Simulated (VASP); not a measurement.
Crystal: Ti.

```xyz
1
Lattice="-1.6300 1.6300 1.6300 1.6300 -1.6300 1.6300 1.6300 1.6300 -1.6300" Properties=species:S:1:pos:R:3 pbc="T T T"
Ti    0.0000    0.0000    0.0000
```

Base run:

* Program: VASP 6.6.1
* Functional: r2SCAN
* Potentials or basis: VASP PAW PBE potentials, release 64 (Ti_sv)
* Cutoff: 520 eV
* k mesh: 11 × 11 × 11
* Occupations: fermi-dirac, width 0.05 eV
* Spin: no spin polarisation

Its results: band gap on the k mesh zero (band 6 reaches 9.29 eV, above the bottom of band 7 at 7.54 eV); pressure -0.4 GPa.

Task: The run is repeated on the same cell with these changes: functional from r2SCAN to BHLYP; k mesh from 11 × 11 × 11 to 6 × 6 × 6. What comes out?

Result: Band gap on the k mesh zero (band 6 reaches 11.79 eV, above the bottom of band 7 at 6.94 eV); pressure 0.3 GPa.

Several settings changed at once, so the effect can't be laid on one alone.

Caveats: some runs use coarse meshes; the PAW data sets were made with another functional, which shifts forces and pressure a little.
